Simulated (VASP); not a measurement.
Write the native input for VASP 6.6.1 that does the following.

```yaml
Task: relaxation of cell and atoms
Functional: PBE
Potentials_or_basis: VASP PAW PBE potentials, release 64 (Sn_d, Se)
Cutoff: 600 eV
k_mesh: 4 × 4 × 4
Occupations: gaussian, width 0.1 eV
Spin: no spin polarisation
Dipole_correction: no
Further_INCAR_settings: ALGO = Normal; EDIFF = 1e-06; IBRION = 2; EDIFFG = -0.04; NSW = 90; ISIF = 3
```

The structure of Sn4Se lies in POSCAR:

```
Sn4Se
1.0
    0.0000000000      4.1342836500      4.1342836500
    4.1342836500      0.0000000000      4.1342836500
    4.1342836500      4.1342836500      0.0000000000
Sn Se
4 1
Direct
    0.8430302300      0.8430302300      0.8430302300
    0.8430302300      0.8430302300      0.4709093000
    0.8430302300      0.4709093000      0.8430302300
    0.4709093000      0.8430302300      0.8430302300
    0.2500000000      0.2500000000      0.2500000000
```

The cell was built from a structure type or drawn by symmetry, and may not be a known phase.

The input as run:

INCAR

```
ALGO = Normal
EDIFF = 1E-6
EDIFFG = -0.04
ENCUT = 600
GGA = PE
IBRION = 2
ISIF = 3
ISMEAR = 0
LASPH = T
LCHARG = F
LREAL = F
LWAVE = F
NELM = 60
NSW = 90
PREC = Accurate
SIGMA = 0.1
```

KPOINTS

```
k-points
0
Gamma
  4 4 4
```

Potentials or basis: VASP PAW PBE potentials, release 64 (Sn_d, Se).

Run with:

```console
$ cat potpaw_PBE.64/Sn_d/POTCAR potpaw_PBE.64/Se/POTCAR > POTCAR
$ mpirun -np 1 vasp_std > vasp.out
```

It gave:

* Relaxed volume: 33.39 Å³/atom
* Relaxed cell: a = 6.181 Å, b = 6.181 Å, c = 6.181 Å, α = 60.00°, β = 60.00°, γ = 60.00°
* Space group after relaxing (to 0.1 Å): F-43m (No. 216)
* Pressure after relaxing: 0.0 GPa
* Largest force after relaxing: 0.025 eV/Å
* Band gap on the k mesh: zero (bands 31 and 32 overlap by 1.87 eV)

Caveat: the volume moved by over 15 % at a fixed basis, so the end points are rough; spin-orbit coupling is left out, which moves the levels of the heavy elements.

Run time: 18 min on 1 thread of Intel Xeon 8259CL, on a shared host, peak memory 0.36 GiB.
